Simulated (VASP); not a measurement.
# InP (F-43m) in VASP: single point with LDA

Aim: the single point of InP with LDA.

Program: VASP 6.6.1. These are calculated values, not measurements. Logs are shortened: lines on timing, memory, paths and dates and some standing lists are left out, and cuts for length are marked.

## 1. The cell of the first run

Symmetry: F-43m, No. 216, cubic system. The conventional cell has a = 5.827 Å, b = 5.827 Å, c = 5.827 Å, α = 90.00°, β = 90.00°, γ = 90.00°. Within 3.3 Å of In (site symmetry -43m) lie 4 P at 2.52 Å. P (site symmetry -43m) has 4 In at 2.52 Å within 3.3 Å.

## 2. Single point, LDA

The input, INCAR:

```
SYSTEM = InP
PREC = Accurate
ENCUT = 520
EDIFF = 1E-6
ISMEAR = -1
SIGMA = 0.1
LREAL = .False.
LASPH = .True.
NELM = 80
ALGO = Normal
ISIF = 2
LWAVE = .False.
LCHARG = .False.
NBANDS = 16
```

The input, KPOINTS:

```
Automatic mesh
0
Gamma
  12 12 12
  0 0 0
```

The input, POSCAR:

```
InP
1.0
    0.0000000000      2.9136593918      2.9136593918
    2.9136593918      0.0000000000      2.9136593918
    2.9136593918      2.9136593918      0.0000000000
In P
1 1
Direct
    0.0000000000      0.0000000000      0.0000000000
    0.7500000000      0.7500000000      0.7500000000
```

Potentials or basis: VASP PAW LDA potentials, release 64 (In_d, P).

The run is started by

```
$ cat potpaw_LDA.64/In_d/POTCAR potpaw_LDA.64/P/POTCAR > POTCAR
$ mpirun -np 1 vasp_std > vasp.out
```

OUTCAR:

```text
SYSTEM = InP
   PREC = Accurate
   ENCUT = 520
   EDIFF = 1E-6
   ISMEAR = -1
   LREAL = .False.
   LASPH = .True.
   NELM = 80
   ISIF = 2

 ion  position               nearest neighbor table
   1  0.000  0.000  0.000-   2 2.52   2 2.52   2 2.52   2 2.52
   2  0.750  0.750  0.750-   1 2.52   1 2.52   1 2.52   1 2.52

  LATTYP: Found a face centered cubic cell.
 ALAT       =     5.8273187836

  Lattice vectors:

 A1 = (   0.0000000000,   2.9136593918,   2.9136593918)
 A2 = (   2.9136593918,   0.0000000000,   2.9136593918)
 A3 = (   2.9136593918,   2.9136593918,   0.0000000000)

Analysis of symmetry for initial positions (statically):
=====================================================================
 Subroutine PRICEL returns:
 Original cell was already a primitive cell.

 Routine SETGRP: Setting up the symmetry group for a
 face centered cubic supercell.

 Subroutine GETGRP returns: Found 24 space group operations
 (whereof 24 operations were pure point group operations)
 out of a pool of 48 trial point group operations.

The static configuration has the point symmetry T_d .

Analysis of symmetry for dynamics (positions and initial velocities):
=====================================================================
 Subroutine PRICEL returns:
 Original cell was already a primitive cell.

 Routine SETGRP: Setting up the symmetry group for a
 face centered cubic supercell.

 Subroutine GETGRP returns: Found 24 space group operations
 (whereof 24 operations were pure point group operations)
 out of a pool of 48 trial point group operations.

The dynamic configuration has the point symmetry T_d .

 Subroutine INISYM returns: Found 24 space group operations
 (whereof 24 operations are pure point group operations),
 and found     1 'primitive' translations

----------------------------------------------------------------------------------------

                                     Primitive cell

  volume of cell :      49.4705

  direct lattice vectors                    reciprocal lattice vectors
     0.000000000  2.913659392  2.913659392    -0.171605508  0.171605508  0.171605508
     2.913659392  0.000000000  2.913659392     0.171605508 -0.171605508  0.171605508
     2.913659392  2.913659392  0.000000000     0.171605508  0.171605508 -0.171605508

  length of vectors
     4.120536628  4.120536628  4.120536628     0.297229459  0.297229459  0.297229459

  position of ions in fractional coordinates (direct lattice)
     0.000000000  0.000000000  0.000000000
     0.750000000  0.750000000  0.750000000

  ion indices of the primitive-cell ions
   primitive index   ion index
                 1           1
                 2           2

----------------------------------------------------------------------------------------

 KPOINTS: Automatic mesh

Automatic generation of k-mesh.
 Grid dimensions read from file:
 generate k-points for:   12   12   12

 Generating k-lattice:

  Cartesian coordinates                     Fractional coordinates (reciprocal lattice)
    -0.014300459  0.014300459  0.014300459     0.083333333  0.000000000  0.000000000
     0.014300459 -0.014300459  0.014300459     0.000000000  0.083333333  0.000000000
     0.014300459  0.014300459 -0.014300459     0.000000000  0.000000000  0.083333333

  Length of vectors
     0.024769122  0.024769122  0.024769122

  Shift w.r.t. Gamma in fractional coordinates (k-lattice)
     0.000000000  0.000000000  0.000000000

 Subroutine IBZKPT returns following result:
 ===========================================

 Found     72 irreducible k-points:

 Following reciprocal coordinates:
            Coordinates               Weight
  0.000000  0.000000  0.000000      1.000000
  0.083333  0.000000  0.000000      8.000000
  0.166667  0.000000  0.000000      8.000000
  0.250000  0.000000  0.000000      8.000000
  0.333333  0.000000  0.000000      8.000000
  0.416667  0.000000  0.000000      8.000000
[... 16 lines left out ...]
  0.500000  0.166667  0.000000     24.000000
 -0.416667  0.166667  0.000000     24.000000
 [... further k-points ...]
   k-points           NKPTS =     72   k-points in BZ     NKDIM =     72   number of bands    NBANDS=     16
   number of dos      NEDOS =    301   number of ions     NIONS =      2
   total plane-waves  NPLWV =  32768
   dimension x,y,z NGX =    32 NGY =   32 NGZ =   32
   dimension x,y,z NGXF=    64 NGYF=   64 NGZF=   64
   ions per type =               1   1
   NGX,Y,Z   is equivalent  to a cutoff of  12.91, 12.91, 12.91 a.u.
   NGXF,Y,Z  is equivalent  to a cutoff of  25.82, 25.82, 25.82 a.u.
 SYSTEM =  InP
   PREC   = accura    normal or accurate (medium, high low for compatibility)
   ISTART =      0    job   : 0-new  1-cont  2-samecut
   ICHARG =      2    charge: 1-file 2-atom 10-const
   ISPIN  =      1    spin polarized calculation?
   LNONCOLLINEAR =      F non collinear calculations
   LSORBIT =      F    spin-orbit coupling
   LASPH  =      T    aspherical Exc in radial PAW
   ENCUT  =  520.0 eV  38.22 Ry    6.18 a.u.   7.66  7.66  7.66*2*pi/ulx,y,z
   NELM   =     80;   NELMIN=  2; NELMDL= -5     # of ELM steps
   EDIFF  = 0.1E-05   stopping-criterion for ELM
   LREAL  =      F    real-space projection
   EDIFFG = 0.1E-04   stopping-criterion for IOM
   NSW    =      0    number of steps for IOM
   IBRION =     -1    ionic relax: 0-MD 1-quasi-New 2-CG
   NFREE  =      0    steps in history (QN), initial steepest desc. (CG)
   ISIF   =      2    stress and relaxation
   ISYM   =      2    0-nonsym 1-usesym 2-fastsym
   POTIM  = 0.5000    time-step for ionic-motion
   TEBEG  =    0.0;   TEEND  =   0.0 temperature during run
   PSTRESS=    0.0 pullay stress
   NELECT =      18.0000    total number of electrons
   NUPDOWN=      -1.0000    fix difference up-down
   EMIN   =  10.00;   EMAX   =-10.00  energy-range for DOS
   EFERMI =   0.00;   METHOD = LEGACY
   ISMEAR =    -1;   SIGMA  =   0.10  broadening in eV -4-tet -1-fermi 0-gaus
   EFERMI_NEDOS =   21; number of points for ismear=-14 and -15
   IALGO  =     38    algorithm
   IMIX   =      4    mixing-type and parameters
     AMIX     =   0.40;   BMIX     =  1.00
     AMIX_MAG =   1.60;   BMIX_MAG =  1.00
  volume/ion in A,a.u.               =      24.74       166.92
  Fermi-wavevector in a.u.,A,eV,Ry     =   1.168737  2.208593 18.584834  1.365947
  Thomas-Fermi vector in A             =   2.305220
   LORBIT       =      0    0 simple, 1 ext, 2 COOP (PROOUT), +10 PAW based schemes
   GGA     = CA    functional components
   LHFCALC =     F    Hartree Fock is set to
   AEXX    =    0.0000 exact exchange contribution
   IVDW    =     0    specifies the selected vdW correction
   LEPSILON=     F    determine dielectric tensor
   LRPA    =     F    only Hartree local field effects (RPA)
 non-spin polarized calculation
  energy-cutoff  :      520.00
  volume of cell :       49.47
 maximum number of plane-waves:      1363
   NGX = 15   NGY = 15   NGZ = 15

 number of electron      17.9999998 magnetization

 Free energy of the ion-electron system (eV)
  ---------------------------------------------------
  ext. energy  EPLUGINS =         0.00000000
  ---------------------------------------------------
  free energy    TOTEN  =        -9.67463011 eV

  energy without entropy =       -9.67442613  energy(sigma->0) =       -9.67452812

 E-fermi :   5.6535     XC(G=0):  -9.6858

 val. band max:        5.2004191717   @ k =   0.0000   0.0000   0.0000
 cond. band min:       5.8053727567   @ k =   0.0000   0.0000   0.0000
 fundamental gap:      0.6049535850
 Fermi energy:         5.6534867347

 k-point     1 :       0.0000    0.0000    0.0000
  band No.  band energies     occupation
      1      -9.0224      2.00000
      2      -9.0224      2.00000
      3      -9.0224      2.00000
      4      -8.8584      2.00000
      5      -8.8584      2.00000
      6      -6.4651      2.00000
[... 8 lines left out ...]
     15      14.6798      0.00000
     16      14.6798      0.00000

 k-point     2 :       0.0833    0.0000    0.0000
  band No.  band energies     occupation
      1      -9.0318      2.00000
      2      -9.0186      2.00000
      3      -9.0186      2.00000
      4      -8.8585      2.00000
      5      -8.8585      2.00000
      6      -6.3822      2.00000
[... 8 lines left out ...]
     15      14.2590      0.00000
     16      14.2590      0.00000

 k-point     3 :       0.1667    0.0000    0.0000
  band No.  band energies     occupation
      1      -9.0569      2.00000
      2      -9.0089      2.00000
      3      -9.0089      2.00000
      4      -8.8580      2.00000
      5      -8.8580      2.00000
      6      -6.1404      2.00000
[... 8 lines left out ...]
     15      13.7820      0.00000
     16      14.4928      0.00000

 k-point     4 :       0.2500    0.0000    0.0000
  band No.  band energies     occupation
      1      -9.0894      2.00000
      2      -8.9973      2.00000
      3      -8.9973      2.00000
      4      -8.8557      2.00000
      5      -8.8557      2.00000
      6      -5.7620      2.00000
[... 8 lines left out ...]
     15      13.7443      0.00000
     16      14.1329      0.00000

 k-point     5 :       0.3333    0.0000    0.0000
  band No.  band energies     occupation
      1      -9.1203      2.00000
      2      -8.9877      2.00000
      3      -8.9877      2.00000
      4      -8.8512      2.00000
      5      -8.8512      2.00000
      6      -5.2963      2.00000
[... 8 lines left out ...]
     15      14.2636      0.00000
     16      14.2636      0.00000

 k-point     6 :       0.4167    0.0000    0.0000
  band No.  band energies     occupation
      1      -9.1421      2.00000
      2      -8.9823      2.00000
      3      -8.9823      2.00000
      4      -8.8462      2.00000
      5      -8.8462      2.00000
      6      -4.8541      2.00000
[... 8 lines left out ...]
     15      15.1723      0.00000
     16      15.1723      0.00000

 k-point     7 :       0.5000    0.0000    0.0000
  band No.  band energies     occupation
      1      -9.1499      2.00000
      2      -8.9806      2.00000
      3      -8.9806      2.00000
      4      -8.8440      2.00000
      5      -8.8440      2.00000
      6      -4.6537      2.00000
[... 8 lines left out ...]
     15      15.8443      0.00000
     16      15.8443      0.00000

 k-point     8 :       0.0833    0.0833    0.0000
  band No.  band energies     occupation
      1      -9.0390      2.00000
      2      -9.0152      2.00000
      3      -9.0152      2.00000
      4      -8.8613      2.00000
      5      -8.8559      2.00000
      6      -6.3547      2.00000
[... 8 lines left out ...]
     15      14.1789      0.00000
     16      14.7426      0.00000

 k-point     9 :       0.1667    0.0833    0.0000
  band No.  band energies     occupation
      1      -9.0598      2.00000
      2      -9.0072      2.00000
      3      -9.0055      2.00000
      4      -8.8640      2.00000
      5      -8.8534      2.00000
      6      -6.1662      2.00000
[... 8 lines left out ...]
     15      14.5036      0.00000
     16      14.8832      0.00000
[... 172 lines left out ...]
 k-point    19 :       0.1667    0.1667    0.0000
  band No.  band energies     occupation
      1      -9.0807      2.00000
      2      -8.9952      2.00000
      3      -8.9952      2.00000
      4      -8.8704      2.00000
      5      -8.8489      2.00000
      6      -6.0341      2.00000
[... 8 lines left out ...]
     15      14.9260      0.00000
     16      15.5700      0.00000

 k-point    20 :       0.2500    0.1667    0.0000
  band No.  band energies     occupation
      1      -9.1060      2.00000
      2      -8.9840      2.00000
      3      -8.9821      2.00000
      4      -8.8751      2.00000
      5      -8.8447      2.00000
      6      -5.7545      2.00000
[... 8 lines left out ...]
     15      14.9294      0.00000
     16      16.1148      0.00000

 k-point    21 :       0.3333    0.1667    0.0000
  band No.  band energies     occupation
      1      -9.1298      2.00000
      2      -8.9763      2.00000
      3      -8.9706      2.00000
      4      -8.8758      2.00000
      5      -8.8408      2.00000
      6      -5.3557      2.00000
[... 8 lines left out ...]
     15      15.1693      0.00000
     16      15.8325      0.00000

 k-point    22 :       0.4167    0.1667    0.0000
  band No.  band energies     occupation
      1      -9.1481      2.00000
      2      -8.9726      2.00000
      3      -8.9634      2.00000
      4      -8.8713      2.00000
      5      -8.8386      2.00000
      6      -4.9015      2.00000
[... 8 lines left out ...]
     15      15.7459      0.00000
     16      15.7788      0.00000

 k-point    23 :       0.5000    0.1667    0.0000
  band No.  band energies     occupation
      1      -9.1576      2.00000
      2      -8.9721      2.00000
      3      -8.9610      2.00000
      4      -8.8634      2.00000
      5      -8.8404      2.00000
      6      -4.5332      2.00000
[... 8 lines left out ...]
     15      15.9011      0.00000
     16      16.0692      0.00000

 k-point    24 :      -0.4167    0.1667    0.0000
  band No.  band energies     occupation
      1      -9.1564      2.00000
      2      -8.9732      2.00000
      3      -8.9629      2.00000
      4      -8.8558      2.00000
      5      -8.8469      2.00000
      6      -4.4714      2.00000
[... 8 lines left out ...]
     15      14.8708      0.00000
     16      15.8592      0.00000

 [... further k-points ...]
[... 5 lines left out ...]
  --------------------------------------------------------------------------------------
  -------------------------------------------------------------------------------------
  Total        0.0022353      0.0022353      0.0022353      0.0000000      0.0000000     -0.0000000
  in kB        0.0723944      0.0723944      0.0723944      0.0000000      0.0000000     -0.0000000
  external PRESSURE =       0.0723944 kB  Pullay stress =       0.0000000 kB

 VOLUME and BASIS-vectors are now :
 -----------------------------------------------------------------------------
  energy-cutoff  :      520.00
  volume of cell :       49.47
      direct lattice vectors                 reciprocal lattice vectors
     0.000000000  2.913659392  2.913659392    -0.171605508  0.171605508  0.171605508
     2.913659392  0.000000000  2.913659392     0.171605508 -0.171605508  0.171605508
     2.913659392  2.913659392  0.000000000     0.171605508  0.171605508 -0.171605508

 POSITION                                       TOTAL-FORCE (eV/Angst)
 -----------------------------------------------------------------------------------
      0.00000      0.00000      0.00000        -0.000000     -0.000000     -0.000000
      4.37049      4.37049      4.37049         0.000000      0.000000      0.000000
 -----------------------------------------------------------------------------------
    total drift:                                0.000000      0.000000     -0.000000

  FREE ENERGIE OF THE ION-ELECTRON SYSTEM (eV)
  ---------------------------------------------------
  free  energy   TOTEN  =        -9.6746301077 eV

  energy  without entropy=       -9.6744261275  energy(sigma->0) =       -9.67452812
```

Wall time 50 s (1 thread of AMD EPYC 9R45 (Zen 5), shared host); peak memory 0.15 GiB.

What came out:

```yaml
Free_energy: -9.6746 eV
Pressure: 0.0 GPa
Band_gap_on_the_k_mesh: 0.60 eV, direct
```

Levels at points of the mesh, in eV from the valence-band top:
```csv
k point,band 7,band 8,band 9,band 10,band 11,band 12
"(0.00, 0.00, 0.00)",0.00,0.00,0.00,0.60,3.96,3.96
"(0.50, 0.00, 0.00)",-5.92,-1.02,-1.02,1.37,4.71,4.71
"(0.50, 0.50, 0.00)",-5.94,-2.42,-2.42,1.57,2.12,9.10
```

Caveat: spin-orbit coupling is left out, which moves the levels of the heavy elements. A hybrid or GW would open this gap; LDA tends to underestimate it.
